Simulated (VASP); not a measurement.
# Mg12HCl in VASP: single point with LDA

Aim: the single point of Mg12HCl with LDA.

Everything below comes from runs of VASP 6.6.1. Logs are shortened: lines on timing, memory, paths and dates and some standing lists are left out, and cuts for length are marked.

### Step 1. The cell of the first run

The cell holds a slab with vacuum, 14 atoms: a = 6.420 Å, b = 6.420 Å, c = 18.213 Å, α = 90.00°, β = 90.00°, γ = 60.00°.

### Step 2. Single point, LDA

File INCAR:

```
SYSTEM = Mg12HCl
PREC = Accurate
ENCUT = 520
EDIFF = 1E-7
ISMEAR = 0
SIGMA = 0.1
LREAL = .FALSE.
LASPH = .TRUE.
NELM = 60
ALGO = Normal
ISIF = 2
LWAVE = .FALSE.
LCHARG = .FALSE.
NBANDS = 29
```

File KPOINTS:

```
Automatic mesh
0
G
  4 4 1
  0 0 0
```

File POSCAR:

```
Mg12HCl
1.0
    6.4200000000      0.0000000000      0.0000000000
    3.2100000000      5.5598830000      0.0000000000
    0.0000000000      0.0000000000     18.2130400000
Mg Cl H
12 1 1
Direct
    0.0000000000      0.0000000000      0.0549057000
    0.5000000000      0.0000000000      0.0549057000
    0.0000000000      0.5000000000      0.0549057000
    0.5000000000      0.5000000000      0.0549057000
   -0.1679516447      0.3342442852      0.1916468343
    0.3326669866      0.3331768548      0.1898576901
   -0.1665994434      0.8355337843      0.1920229158
    0.3296340167      0.8354761168      0.1921043894
   -0.0052203434      0.0075858124      0.3315039249
    0.4984395487      0.0002001098      0.3263426868
    0.0004989286      0.5002921761      0.3264918446
    0.4952997722      0.5006139407      0.3266739176
    1.0561805746     -0.1174361793      0.4793632788
    1.1429771047     -0.3046060831      0.4295165980
```

Potentials or basis: VASP PAW LDA potentials, release 64 (Mg, Cl, H).

On the command line:

```console
> cat potpaw_LDA.64/Mg/POTCAR potpaw_LDA.64/Cl/POTCAR potpaw_LDA.64/H/POTCAR > POTCAR
> mpirun -np 1 vasp_std > vasp.out
```

OUTCAR:

```text
SYSTEM = Mg12HCl
   PREC = Accurate
   ENCUT = 520
   EDIFF = 1E-7
   ISMEAR = 0
   LREAL = .FALSE.
   LASPH = .TRUE.
   NELM = 60
   ISIF = 2

 ion  position               nearest neighbor table
   1  0.000  0.000  0.055-   8 3.10   7 3.10   5 3.11   3 3.21   3 3.21   4 3.21   4 3.21   2 3.21
                             2 3.21
   2  0.500  0.000  0.055-   6 3.08   7 3.11   8 3.12   4 3.21   3 3.21   4 3.21   3 3.21   1 3.21
                             1 3.21
   3  0.000  0.500  0.055-   6 3.08   5 3.11   7 3.12   1 3.21   1 3.21   2 3.21   2 3.21   4 3.21
                             4 3.21
   4  0.500  0.500  0.055-   6 3.08   5 3.10   8 3.12   2 3.21   1 3.21   2 3.21   1 3.21   3 3.21
                             3 3.21
   5  0.832  0.334  0.192-  11 3.08  12 3.09   4 3.10   3 3.11   1 3.11   9 3.13   7 3.20   8 3.20
                             6 3.21   6 3.21   8 3.22   7 3.22
   6  0.333  0.333  0.190-   3 3.08   2 3.08   4 3.08  12 3.09  11 3.10  10 3.10   7 3.21   8 3.21
                             5 3.21   5 3.21   8 3.22   7 3.22
   7  0.833  0.836  0.192-  10 3.07  11 3.08   1 3.10   2 3.11   3 3.12   9 3.15   8 3.19   5 3.20
                             6 3.21   6 3.22   5 3.22   8 3.23
   8  0.330  0.835  0.192-  10 3.07  12 3.08   1 3.10   2 3.12   4 3.12   9 3.15   7 3.19   5 3.20
                             6 3.21   6 3.22   5 3.22   7 3.23
   9  0.995  0.008  0.332-  13 2.78   5 3.13   7 3.15   8 3.15  11 3.18  12 3.19  10 3.21  10 3.21
                            12 3.24  11 3.24
  10  0.498  0.000  0.326-   8 3.07   7 3.07   6 3.10  12 3.20  11 3.20   9 3.21   9 3.21  11 3.22
                            12 3.22
  11  0.000  0.500  0.326-   7 3.08   5 3.08   6 3.10  12 3.18   9 3.18  10 3.20  10 3.22   9 3.24
                            12 3.24
  12  0.495  0.501  0.327-   8 3.08   5 3.09   6 3.09  11 3.18   9 3.19  10 3.20  10 3.22   9 3.24
                            11 3.24
  13  0.056  0.883  0.479-  14 1.38   9 2.78
  14  0.143  0.695  0.430-  13 1.38

  LATTYP: Found a hexagonal cell.
 ALAT       =     6.4199999201
 C/A-ratio  =     2.8369221537

  Lattice vectors:

 A1 = (  -3.2100000000,  -5.5598830000,   0.0000000000)
 A2 = (   6.4200000000,   0.0000000000,   0.0000000000)
 A3 = (   0.0000000000,   0.0000000000,  18.2130400000)

Analysis of symmetry for initial positions (statically):
=====================================================================
 Subroutine PRICEL returns:
 Original cell was already a primitive cell.

 Routine SETGRP: Setting up the symmetry group for a
 hexagonal supercell.

 Subroutine GETGRP returns: Found  1 space group operations
 (whereof  1 operations were pure point group operations)
 out of a pool of 24 trial point group operations.

The static configuration has the point symmetry C_1 .

Analysis of symmetry for dynamics (positions and initial velocities):
=====================================================================
 Subroutine PRICEL returns:
 Original cell was already a primitive cell.

 Routine SETGRP: Setting up the symmetry group for a
 hexagonal supercell.

 Subroutine GETGRP returns: Found  1 space group operations
 (whereof  1 operations were pure point group operations)
 out of a pool of 24 trial point group operations.

The dynamic configuration has the point symmetry C_1 .

 Subroutine INISYM returns: Found  1 space group operations
 (whereof  1 operations are pure point group operations),
 and found     1 'primitive' translations

----------------------------------------------------------------------------------------

                                     Primitive cell

  volume of cell :     650.1044

  direct lattice vectors                    reciprocal lattice vectors
     6.420000000  0.000000000  0.000000000     0.155763240 -0.089929950  0.000000000
     3.210000000  5.559883000  0.000000000     0.000000000  0.179859900  0.000000000
     0.000000000  0.000000000 18.213040000     0.000000000  0.000000000  0.054905716

  length of vectors
     6.420000000  6.419999920 18.213040000     0.179859898  0.179859900  0.054905716

  position of ions in fractional coordinates (direct lattice)
     0.000000000  0.000000000  0.054905700
     0.500000000  0.000000000  0.054905700
     1.000000000  0.500000000  0.054905700
     0.500000000  0.500000000  0.054905700
     0.832048355  0.334244285  0.191646834
     0.332666987  0.333176855  0.189857690
     0.833400557  0.835533784  0.192022916
     0.329634017  0.835476117  0.192104389
     0.994779657  0.007585812  0.331503925
[... 42 lines left out ...]
     0.000000000  0.000000000  0.000000000

 Subroutine IBZKPT returns following result:
 ===========================================

 Found     10 irreducible k-points:

 Following reciprocal coordinates:
            Coordinates               Weight
  0.000000  0.000000  0.000000      1.000000
  0.250000 -0.000000  0.000000      2.000000
  0.250000  0.250000  0.000000      2.000000
  0.000000  0.250000  0.000000      2.000000
  0.500000 -0.000000  0.000000      1.000000
  0.500000  0.500000  0.000000      1.000000
  0.000000  0.500000  0.000000      1.000000
  0.500000  0.250000  0.000000      2.000000
  0.250000  0.500000  0.000000      2.000000
 -0.250000  0.250000  0.000000      2.000000
   k-points           NKPTS =     10   k-points in BZ     NKDIM =     10   number of bands    NBANDS=     29
   number of dos      NEDOS =    301   number of ions     NIONS =     14
   total plane-waves  NPLWV = 322560
   dimension x,y,z NGX =    48 NGY =   48 NGZ =  140
   dimension x,y,z NGXF=    96 NGYF=   96 NGZF=  280
   ions per type =              12   1   1
   NGX,Y,Z   is equivalent  to a cutoff of  12.43, 12.43, 12.78 a.u.
   NGXF,Y,Z  is equivalent  to a cutoff of  24.86, 24.86, 25.56 a.u.
 SYSTEM =  Mg12HCl
   PREC   = accura    normal or accurate (medium, high low for compatibility)
   ISTART =      0    job   : 0-new  1-cont  2-samecut
   ICHARG =      2    charge: 1-file 2-atom 10-const
   ISPIN  =      1    spin polarized calculation?
   LNONCOLLINEAR =      F non collinear calculations
   LSORBIT =      F    spin-orbit coupling
   LASPH  =      T    aspherical Exc in radial PAW
   ENCUT  =  520.0 eV  38.22 Ry    6.18 a.u.  11.94 11.94 33.86*2*pi/ulx,y,z
   NELM   =     60;   NELMIN=  2; NELMDL= -5     # of ELM steps
   EDIFF  = 0.1E-06   stopping-criterion for ELM
   LREAL  =      F    real-space projection
   EDIFFG = 0.1E-05   stopping-criterion for IOM
   NSW    =      0    number of steps for IOM
   IBRION =     -1    ionic relax: 0-MD 1-quasi-New 2-CG
   NFREE  =      0    steps in history (QN), initial steepest desc. (CG)
   ISIF   =      2    stress and relaxation
   ISYM   =      2    0-nonsym 1-usesym 2-fastsym
   POTIM  = 0.5000    time-step for ionic-motion
   TEBEG  =    0.0;   TEEND  =   0.0 temperature during run
   PSTRESS=    0.0 pullay stress
   NELECT =      32.0000    total number of electrons
   NUPDOWN=      -1.0000    fix difference up-down
   EMIN   =  10.00;   EMAX   =-10.00  energy-range for DOS
   EFERMI =   0.00;   METHOD = LEGACY
   ISMEAR =     0;   SIGMA  =   0.10  broadening in eV -4-tet -1-fermi 0-gaus
   EFERMI_NEDOS =   21; number of points for ismear=-14 and -15
   IALGO  =     38    algorithm
   IMIX   =      4    mixing-type and parameters
     AMIX     =   0.40;   BMIX     =  1.00
     AMIX_MAG =   1.60;   BMIX_MAG =  1.00
  volume/ion in A,a.u.               =      46.44       313.37
  Fermi-wavevector in a.u.,A,eV,Ry     =   0.599971  1.133781  4.897628  0.359966
  Thomas-Fermi vector in A             =   1.651654
   LORBIT       =      0    0 simple, 1 ext, 2 COOP (PROOUT), +10 PAW based schemes
   GGA     = CA    functional components
   LHFCALC =     F    Hartree Fock is set to
   AEXX    =    0.0000 exact exchange contribution
   IVDW    =     0    specifies the selected vdW correction
   LEPSILON=     F    determine dielectric tensor
   LRPA    =     F    only Hartree local field effects (RPA)
 non-spin polarized calculation
 Gauss-broadening in eV      SIGMA  =   0.10
  energy-cutoff  :      520.00
  volume of cell :      650.10
 maximum number of plane-waves:     17580
   NGX = 23   NGY = 23   NGZ = 67

 number of electron      32.0000001 magnetization

 Free energy of the ion-electron system (eV)
  ---------------------------------------------------
  ext. energy  EPLUGINS =         0.00000000
  ---------------------------------------------------
  free energy    TOTEN  =       -25.36218590 eV

  energy without entropy =      -25.33865560  energy(sigma->0) =      -25.35042075

 E-fermi :  -0.8180     XC(G=0):  -4.9868

 val. band max:       -0.9072718897   @ k =   0.0000   0.0000   0.0000
 cond. band min:      -0.7991928891   @ k =  -0.2500   0.2500   0.0000
 fundamental gap:      0.1080790006
 Fermi energy:        -0.8179629917

 k-point     1 :       0.0000    0.0000    0.0000
  band No.  band energies     occupation
      1     -18.1696      2.00000
      2      -8.8735      2.00000
      3      -7.3470      2.00000
      4      -6.1686      2.00000
      5      -5.6439      2.00000
      6      -5.4448      2.00000
[... 299 lines left out ...]
     27       2.2269      0.00000
     28       2.5823      0.00000
 [bands above 28 left out]

------------------------ aborting loop because EDIFF is reached ----------------------------------------

  FORCE on cell =-STRESS in cart. coord.  units (eV):
  Direction    XX          YY          ZZ          XY          YZ          ZX
  --------------------------------------------------------------------------------------
  -------------------------------------------------------------------------------------
  Total       -5.7429612     -5.7316640     -0.5018532      0.0239921     -0.0731885      0.0606067
  in kB      -14.1534836    -14.1256416     -1.2368132      0.0591283     -0.1803726      0.1493646
  external PRESSURE =      -9.8386462 kB  Pullay stress =       0.0000000 kB

 VOLUME and BASIS-vectors are now :
 -----------------------------------------------------------------------------
  energy-cutoff  :      520.00
  volume of cell :      650.10
      direct lattice vectors                 reciprocal lattice vectors
     6.420000000  0.000000000  0.000000000     0.155763240 -0.089929950  0.000000000
     3.210000000  5.559883000  0.000000000     0.000000000  0.179859900  0.000000000
     0.000000000  0.000000000 18.213040000     0.000000000  0.000000000  0.054905716

 POSITION                                       TOTAL-FORCE (eV/Angst)
 -----------------------------------------------------------------------------------
      0.00000      0.00000      1.00000        -0.001385      0.003196      0.019639
      3.21000      0.00000      1.00000        -0.003488     -0.028519      0.019547
      1.60500      2.77994      1.00000        -0.021497      0.017215      0.015946
      4.81500      2.77994      1.00000         0.015950      0.018190      0.016430
      6.41467      1.85836      3.49047        -0.000189      0.004771      0.004678
      3.20522      1.85242      3.45789         0.000069     -0.000133      0.000568
      8.03250      4.64547      3.49732        -0.002803     -0.002827      0.000206
      4.79813      4.64515      3.49880         0.002310     -0.003351     -0.002157
      6.41084      0.04218      6.03769        -0.000089     -0.001004     -0.003893
      3.20062      0.00111      5.94369         0.001516     -0.003552     -0.010316
      1.60914      2.78157      5.94641        -0.004794     -0.003012     -0.013532
      4.78680      2.78335      5.94973         0.007974     -0.004286     -0.014888
      3.19371      4.90695      8.73066        -0.003905     -0.039600     -0.060561
      3.15013      3.86631      7.82280         0.010329      0.042911      0.028334
 -----------------------------------------------------------------------------------
    total drift:                                0.000216     -0.000488     -0.000075

  FREE ENERGIE OF THE ION-ELECTRON SYSTEM (eV)
  ---------------------------------------------------
  free  energy   TOTEN  =       -25.3621858982 eV

  energy  without entropy=      -25.3386556004  energy(sigma->0) =      -25.35042075
```

It took 9.4 min on 1 thread of Intel Xeon Platinum 8124M at 3.00GHz (Skylake/Cascade Lake), shared host; peak memory 0.57 GiB.

Results:

```yaml
Free_energy: -25.3622 eV
Largest_force: 0.072 eV/Å
Band_gap_on_the_k_mesh: zero (band 16 reaches -0.41 eV, above the bottom of band 17 at -1.50 eV)
```

Forces in eV/Å, atoms in the order of the input:
```
Mg  -0.001  0.003  0.020
Mg  -0.003 -0.029  0.020
Mg  -0.021  0.017  0.016
Mg   0.016  0.018  0.016
Mg   0.000  0.005  0.005
Mg   0.000  0.000  0.001
Mg  -0.003 -0.003  0.000
Mg   0.002 -0.003 -0.002
Mg   0.000 -0.001 -0.004
Mg   0.002 -0.004 -0.010
Mg  -0.005 -0.003 -0.014
Mg   0.008 -0.004 -0.015
Cl  -0.004 -0.040 -0.061
H    0.010  0.043  0.028
```
